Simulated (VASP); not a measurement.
# Al48N49 (a cell with a defect) in VASP: notebook

Al48N49 (a cell with a defect) is run at these levels: PBEsol; tasks: single point.

Everything below comes from runs of VASP 6.6.1. Logs are shortened: lines on timing, memory, paths and dates and some standing lists are left out, and cuts for length are marked.

## (1) The cell of the first run

The cell holds a defect, 97 atoms: a = 9.341 Å, b = 10.787 Å, c = 9.967 Å, α = 90.00°, β = 90.00°, γ = 90.00°.

## (2) Single point, PBEsol

INCAR reads:

```
PREC = Accurate ; ENCUT = 520
EDIFF = 1E-6 ; ISMEAR = -1
SIGMA = 0.05 ; LREAL = Auto
LASPH = T ; NELM = 120
ALGO = Normal ; ISIF = 2
LWAVE = F ; LCHARG = F
GGA = PS ; NELECT = 388.0
ISYM = -1 ; NBANDS = 248
GGA_COMPAT = F
```

KPOINTS reads:

```
explicit points
1
Reciprocal
  0.25000000   0.25000000   0.25000000 1
```

POSCAR reads:

```
Al48N49
1.0
    9.3414480000      0.0000000000      0.0000000000
    0.0000000000     10.7865750000      0.0000000000
    0.0000000000      0.0000000000      9.9670570000
Al N
48 49
Direct
    0.1663760000      0.0831450000      0.2472640000
    0.1622500000      0.0775850000      0.7480260000
    0.0011620000      0.3340700000      0.2492630000
    0.0001190000      0.3336360000      0.7478580000
    0.5003100000      0.0831660000      0.2493390000
    0.5003180000      0.0829690000      0.7484700000
    0.3299420000      0.3310660000      0.2396790000
    0.3123170000      0.3140590000      0.7503570000
    0.1687450000      0.5841570000      0.2471680000
    0.1722070000      0.5840010000      0.7468740000
    0.0015610000      0.8337670000      0.2477630000
    0.0014140000      0.8321680000      0.7475940000
    0.8348830000      0.0841530000      0.2502050000
    0.8353700000      0.0843630000      0.7483670000
    0.6684450000      0.3334910000      0.2450100000
    0.6877440000      0.3251640000      0.7688590000
    0.5024520000      0.5885630000      0.2427060000
    0.5134250000      0.6135720000      0.7533070000
    0.3345140000      0.8348670000      0.2479440000
    0.3341990000      0.8369780000      0.7469380000
    0.8362710000      0.5851370000      0.2496270000
    0.8375620000      0.5858930000      0.7477720000
    0.6689140000      0.8360240000      0.2477170000
    0.6733480000      0.8420910000      0.7481620000
    0.9999630000      0.1677520000      0.4977020000
    0.0013530000      0.1673040000      0.9987050000
    0.3313750000      0.1649880000      0.4953970000
    0.3349450000      0.1637790000      0.9976070000
    0.1657500000      0.4168570000      0.4950140000
    0.1686350000      0.4179390000      0.9962990000
    0.0025540000      0.6673940000      0.4977680000
    0.0033070000      0.6671570000      0.9976310000
    0.6650820000      0.1701100000      0.4985010000
    0.6690810000      0.1629060000      0.0039540000
    0.4888240000      0.4212240000      0.4634200000
    0.5038210000      0.4172730000      0.9960330000
    0.3358990000      0.6685570000      0.4967890000
    0.3338930000      0.6690010000      0.9977340000
    0.1668240000      0.9166250000      0.4966930000
    0.1679530000      0.9166380000      0.9982070000
    0.8305150000      0.4180580000      0.4972890000
    0.8396360000      0.4187320000      0.0037640000
    0.6706360000      0.6710040000      0.4958740000
    0.6735950000      0.6697790000      0.9995860000
    0.5015530000      0.9180010000      0.4975360000
    0.5019050000      0.9170180000      0.9982180000
    0.8352560000      0.9189640000      0.4972010000
    0.8368020000      0.9177040000      0.9988080000
    0.0005650000      0.1680750000      0.1892060000
    0.0006920000      0.1681420000      0.6891180000
    0.3338740000      0.1646030000      0.1863330000
    0.3286160000      0.1556580000      0.6870710000
    0.1659960000      0.4180010000      0.1857510000
    0.1656630000      0.4163530000      0.6872030000
    0.0023640000      0.6672160000      0.1884850000
    0.0050420000      0.6658710000      0.6884830000
    0.6673160000      0.1656730000      0.1926680000
    0.6663690000      0.1696830000      0.6913210000
    0.4993560000      0.4184820000      0.1898890000
    0.4470560000      0.4037340000      0.6501860000
    0.3342000000      0.6686160000      0.1872810000
    0.3388390000      0.6694760000      0.6883510000
    0.1677800000      0.9169370000      0.1884520000
    0.1662240000      0.9141000000      0.6873840000
    0.8356200000      0.4186340000      0.1924470000
    0.8342630000      0.4178480000      0.6896100000
    0.6709330000      0.6691310000      0.1884780000
    0.6794070000      0.6793900000      0.6864200000
    0.5013440000      0.9172750000      0.1887250000
    0.5029320000      0.9177510000      0.6887290000
    0.8358580000      0.9183410000      0.1891740000
    0.8387970000      0.9208020000      0.6879890000
    0.1647200000      0.0827870000      0.4377240000
    0.1668440000      0.0831000000      0.9383630000
    0.9978130000      0.3346240000      0.4398400000
    0.0025120000      0.3340090000      0.9380940000
    0.4999470000      0.0847560000      0.4399880000
    0.5024590000      0.0835610000      0.9388690000
    0.3250090000      0.3288110000      0.4277650000
    0.3365720000      0.3320360000      0.9363660000
    0.1697130000      0.5838030000      0.4386160000
    0.1702100000      0.5837690000      0.9371780000
    0.0005290000      0.8335480000      0.4383390000
    0.0018390000      0.8332390000      0.9384340000
    0.8324040000      0.0862330000      0.4406760000
    0.8352550000      0.0839490000      0.9390830000
    0.6622620000      0.3366330000      0.4377970000
    0.6745620000      0.3305050000      0.9536210000
    0.5032680000      0.5899690000      0.4335820000
    0.5043380000      0.5869260000      0.9408130000
    0.3345650000      0.8349460000      0.4387250000
    0.3352650000      0.8346930000      0.9376580000
    0.8352720000      0.5846220000      0.4400470000
    0.8364730000      0.5833630000      0.9386680000
    0.6685950000      0.8367960000      0.4376450000
    0.6696710000      0.8354590000      0.9388480000
    0.5464200000      0.4441790000      0.7269410000
```

Potentials or basis: VASP PAW PBE potentials, release 64 (Al, N).

On the command line:

```sh
cat potpaw_PBE.64/Al/POTCAR potpaw_PBE.64/N/POTCAR > POTCAR
mpirun -np 1 vasp_std > vasp.out
```

OUTCAR:

```text
PREC = Accurate
   ENCUT = 520
   EDIFF = 1E-6
   ISMEAR = -1
   LREAL = Auto
   LASPH = T
   NELM = 120
   ISIF = 2
   GGA = PS
   NELECT = 388.0
   ISYM = -1

 ion  position               nearest neighbor table
   1  0.166  0.083  0.247-  63 1.89  49 1.89  51 1.89  73 1.90  27 3.04  26 3.06  40 3.06  39 3.07
                            28 3.07  25 3.08   7 3.08  13 3.10  11 3.10  19 3.10   3 3.12   5 3.12
   2  0.162  0.078  0.748-  64 1.86  52 1.87  50 1.89  74 1.90   8 2.91  40 3.04  12 3.04  39 3.05
                            20 3.05  14 3.05  26 3.07  25 3.08  28 3.11  27 3.12   4 3.15   6 3.16
   3  0.001  0.334  0.249-  65 1.88  49 1.89  53 1.90  75 1.90  42 3.02  29 3.03  25 3.06   7 3.07
                            26 3.08  41 3.08  30 3.10  15 3.11  13 3.11  21 3.12   1 3.12   9 3.12
   4  0.000  0.334  0.748-  50 1.88  54 1.88  66 1.89  76 1.90   8 2.92  16 2.93  25 3.07  30 3.07
                            26 3.08  29 3.09  41 3.09  42 3.10  14 3.10  22 3.12  10 3.14   2 3.15
   5  0.500  0.083  0.249-  57 1.88  69 1.89  51 1.89  77 1.90  34 3.03  27 3.05  45 3.05  33 3.07
                            28 3.07  46 3.08  19 3.09  23 3.10   7 3.11   1 3.12  15 3.12  13 3.13
   6  0.500  0.083  0.748-  70 1.88  52 1.89  78 1.90  58 1.90   8 3.05  28 3.05  24 3.06  46 3.07
                            45 3.07  20 3.07  33 3.08  27 3.10  34 3.12  14 3.13  16 3.15   2 3.16
   7  0.330  0.331  0.240-  51 1.87  53 1.87  79 1.88  59 1.91  35 2.85  30 3.01  28 3.01  36 3.07
                             3 3.07   1 3.08  29 3.11   5 3.11  27 3.12   9 3.12  15 3.16  17 3.21
   8  0.312  0.314  0.750-  52 1.83  54 1.87  60 1.88  80 1.88   2 2.91   4 2.92  28 2.96  30 3.01
                            27 3.01   6 3.05  29 3.10  10 3.19  36 3.23
   9  0.169  0.584  0.247-  55 1.89  61 1.89  53 1.89  81 1.91  29 3.06  32 3.06  38 3.07  31 3.07
                            37 3.08  30 3.08  21 3.11  11 3.11  19 3.12  17 3.12   7 3.12   3 3.12
  10  0.172  0.584  0.747-  56 1.89  82 1.90  62 1.90  54 1.90  38 3.06  37 3.06  30 3.06  31 3.08
                            32 3.09  29 3.09  12 3.12  20 3.12  22 3.13   4 3.14   8 3.19  18 3.20
  11  0.002  0.834  0.248-  63 1.89  71 1.89  55 1.89  83 1.90  39 3.06  48 3.06  40 3.07  31 3.07
                            47 3.07  32 3.07  21 3.09   1 3.10  23 3.11  19 3.11   9 3.11  13 3.12
  12  0.001  0.832  0.748-  64 1.87  56 1.89  72 1.89  84 1.90   2 3.04  31 3.06  32 3.06  22 3.07
                            24 3.07  39 3.08  48 3.08  40 3.08  47 3.08  20 3.11  10 3.12  14 3.13
  13  0.835  0.084  0.250-  57 1.88  71 1.89  49 1.89  85 1.90  34 3.02  47 3.04  25 3.05  33 3.08
                            48 3.08  26 3.08  23 3.09   1 3.10  15 3.11   3 3.11  11 3.12   5 3.13
  14  0.835  0.084  0.748-  72 1.86  50 1.88  86 1.90  58 1.91  16 2.95  24 3.02   2 3.05  25 3.07
                            26 3.07  47 3.07  48 3.08  33 3.10   4 3.10  34 3.10   6 3.13  12 3.13
  15  0.668  0.333  0.245-  57 1.88  65 1.89  59 1.91  87 1.92  35 2.91  34 3.03  42 3.03  36 3.06
                            41 3.07  33 3.08  13 3.11   3 3.11   5 3.12  21 3.13  17 3.16   7 3.16
  16  0.688  0.325  0.769-  88 1.85  58 1.86  66 1.87  97 1.89  42 2.92   4 2.93  34 2.93  14 2.95
                            36 3.01  22 3.15   6 3.15  33 3.18  41 3.18
  17  0.502  0.589  0.243-  61 1.88  67 1.88  89 1.90  59 1.91  35 2.85  38 3.03  44 3.03  36 3.08
                            19 3.09  23 3.09  37 3.09  43 3.10   9 3.12  21 3.12  15 3.16   7 3.21
  18  0.513  0.614  0.753-  68 1.83  62 1.86  97 1.87  90 1.89  60 2.56  24 2.88  20 2.93  44 2.94
                            38 3.02  43 3.02  22 3.04  37 3.10  10 3.20  36 3.22
[... 380 lines left out ...]
   GGA     = PS    functional components
   LHFCALC =     F    Hartree Fock is set to
   AEXX    =    0.0000 exact exchange contribution
   IVDW    =     0    specifies the selected vdW correction
   LEPSILON=     F    determine dielectric tensor
   LRPA    =     F    only Hartree local field effects (RPA)
 non-spin polarized calculation
  energy-cutoff  :      520.00
  volume of cell :     1004.30
 maximum number of plane-waves:     27045
 NGX is ok and might be reduce to    70
   NGX = 35   NGY = 41   NGZ = 37

 number of electron     388.0000004 magnetization

 Free energy of the ion-electron system (eV)
  ---------------------------------------------------
  ext. energy  EPLUGINS =         0.00000000
  ---------------------------------------------------
  free energy    TOTEN  =      -762.70407656 eV

  energy without entropy =     -762.64195586  energy(sigma->0) =     -762.67301621

 E-fermi :   7.2503     XC(G=0): -11.1239

 val. band max:        7.1367499057   @ k =   0.2500   0.2500   0.2500
 cond. band min:       7.3638911038   @ k =   0.2500   0.2500   0.2500
 fundamental gap:      0.2271411982
 Fermi energy:         7.2503205048

 k-point     1 :       0.2500    0.2500    0.2500
  band No.  band energies     occupation
      1     -13.8644      2.00000
      2      -8.8717      2.00000
      3      -8.5194      2.00000
      4      -8.4312      2.00000
      5      -8.3509      2.00000
      6      -8.0856      2.00000
[... 198 lines left out ...]
    205      11.7568      0.00000
    206      11.8384      0.00000
 [bands above 206 left out]

------------------------ aborting loop because EDIFF is reached ----------------------------------------

  FORCE on cell =-STRESS in cart. coord.  units (eV):
  Direction    XX          YY          ZZ          XY          YZ          ZX
  --------------------------------------------------------------------------------------
  -------------------------------------------------------------------------------------
  Total        2.0173823      7.1035528      2.4334173      5.2745168     -1.0700581      4.2746608
  in kB        3.2183559     11.3323893      3.8820620      8.4145046     -1.7070775      6.8194214
  external PRESSURE =       6.1442691 kB  Pullay stress =       0.0000000 kB

 VOLUME and BASIS-vectors are now :
 -----------------------------------------------------------------------------
  energy-cutoff  :      520.00
  volume of cell :     1004.30
      direct lattice vectors                 reciprocal lattice vectors
     9.341448000  0.000000000  0.000000000     0.107049785  0.000000000  0.000000000
     0.000000000 10.786575000  0.000000000     0.000000000  0.092707834  0.000000000
     0.000000000  0.000000000  9.967057000     0.000000000  0.000000000  0.100330519

 POSITION                                       TOTAL-FORCE (eV/Angst)
 -----------------------------------------------------------------------------------
      1.55419      0.89685      2.46449         0.003665      0.006740     -0.004117
      1.51565      0.83688      7.45562        -0.037871     -0.000328      0.007845
      0.01085      3.60347      2.48442         0.004772      0.001326      0.008116
      0.00111      3.59879      7.45394         0.001411      0.062824     -0.028735
      4.67362      0.89708      2.48518        -0.005353      0.003319      0.002015
      4.67369      0.89495      7.46004         0.024308     -0.003744      0.003717
[... 89 lines left out ...]
      6.25570      9.01174      9.35755         0.006744      0.007222     -0.010460
      5.10435      4.79117      7.24546         0.166829      0.009629      0.108287
 -----------------------------------------------------------------------------------
    total drift:                               -0.019151      0.019157     -0.035622

  FREE ENERGIE OF THE ION-ELECTRON SYSTEM (eV)
  ---------------------------------------------------
  free  energy   TOTEN  =      -762.7040765632 eV

  energy  without entropy=     -762.6419558600  energy(sigma->0) =     -762.67301621
```

It took 9.5 min on 1 thread of Intel Xeon Platinum 8488C (Sapphire Rapids), shared host; peak memory 0.9 GiB.

Results:

- Free energy: -762.7041 eV
- Largest force: 0.202 eV/Å

Forces in eV/Å, atoms in the order of the input:
```
Al   0.004  0.007 -0.004
Al  -0.038  0.000  0.008
Al   0.005  0.001  0.008
Al   0.001  0.063 -0.029
Al  -0.005  0.003  0.002
Al   0.024 -0.004  0.004
Al  -0.006  0.008  0.013
Al  -0.102  0.174  0.020
Al   0.005  0.001 -0.005
Al  -0.001 -0.046 -0.003
Al  -0.002 -0.003 -0.001
Al   0.000 -0.009  0.004
Al   0.006  0.009  0.002
Al   0.002  0.019  0.002
Al   0.002  0.007  0.028
Al   0.085  0.075 -0.159
Al  -0.003 -0.002 -0.039
Al  -0.098 -0.046  0.159
Al  -0.003 -0.003 -0.006
Al  -0.001 -0.008  0.009
Al  -0.004  0.008 -0.001
Al   0.033 -0.052 -0.002
Al   0.003 -0.008 -0.007
Al  -0.015  0.026  0.023
Al  -0.001  0.014  0.001
Al  -0.001  0.007  0.002
Al   0.000  0.015 -0.031
Al  -0.005  0.004  0.009
Al  -0.009 -0.019  0.024
Al   0.001  0.002 -0.012
Al  -0.003 -0.009  0.001
Al   0.004 -0.012 -0.003
Al   0.000  0.026 -0.005
Al  -0.010 -0.024  0.001
Al   0.064 -0.161  0.024
Al  -0.029  0.054 -0.009
Al  -0.024  0.016 -0.012
Al   0.037 -0.021 -0.006
Al   0.000 -0.003 -0.008
Al   0.005 -0.008 -0.001
Al  -0.008 -0.014  0.032
Al   0.032  0.020 -0.005
Al   0.023  0.001 -0.025
Al  -0.049 -0.020  0.001
Al  -0.004  0.003 -0.005
Al  -0.006 -0.011  0.003
Al   0.005  0.004 -0.016
Al   0.005 -0.005  0.001
N   -0.002 -0.007 -0.001
N    0.005 -0.025  0.001
N    0.001 -0.008  0.002
N    0.054  0.044 -0.021
N   -0.002  0.002 -0.006
N   -0.086 -0.019  0.018
N   -0.002  0.004  0.001
N   -0.005  0.026 -0.002
N    0.002  0.003 -0.013
N   -0.011 -0.013  0.011
N    0.001 -0.003 -0.004
N   -0.043 -0.115 -0.150
N   -0.008  0.007  0.021
N    0.014 -0.002 -0.018
N   -0.001  0.001  0.001
N    0.011  0.012 -0.003
N   -0.006 -0.004 -0.012
N    0.072 -0.010  0.021
N    0.008  0.007  0.024
N   -0.022 -0.072 -0.025
N    0.003  0.003  0.002
N    0.000 -0.005  0.000
N   -0.001  0.002  0.001
N   -0.007 -0.019 -0.003
N    0.004 -0.004  0.007
N    0.007 -0.001 -0.008
N   -0.003 -0.007 -0.013
N   -0.006 -0.014  0.018
N   -0.001 -0.007  0.006
N    0.003  0.004 -0.005
N   -0.021  0.022 -0.012
N    0.008 -0.021 -0.001
N    0.008  0.008  0.001
N   -0.005  0.009  0.006
N    0.000  0.003  0.003
N   -0.001  0.005 -0.002
N   -0.002 -0.010  0.003
N   -0.004  0.002  0.001
N    0.017  0.001 -0.033
N   -0.046  0.017 -0.039
N   -0.018 -0.017  0.047
N   -0.001  0.081  0.076
N    0.006  0.000  0.005
N   -0.004  0.014 -0.004
N   -0.007  0.011  0.001
N   -0.001  0.004  0.001
N   -0.003 -0.005  0.012
N    0.007  0.007 -0.010
N    0.167  0.010  0.108
```

Levels at points of the mesh, in eV from the Fermi level:
| k point | band 190 | band 191 | band 192 | band 193 | band 194 | band 195 | band 196 | band 197 | band 198 | band 199 |
| --- | --- | --- | --- | --- | --- | --- | --- | --- | --- | --- |
| (0.25, 0.25, 0.25) | -1.53 | -1.49 | -1.43 | -1.35 | -0.11 | 0.11 | 3.63 | 3.80 | 4.01 | 4.09 |

Caveat: the cell carries a net charge on a neutralising background, which shifts energy and pressure; the cell is charged against a uniform background, so pressure and absolute levels hang on convention; the PAW data sets were made with another functional, which shifts forces and pressure a little.

[end of part 1 of 2]
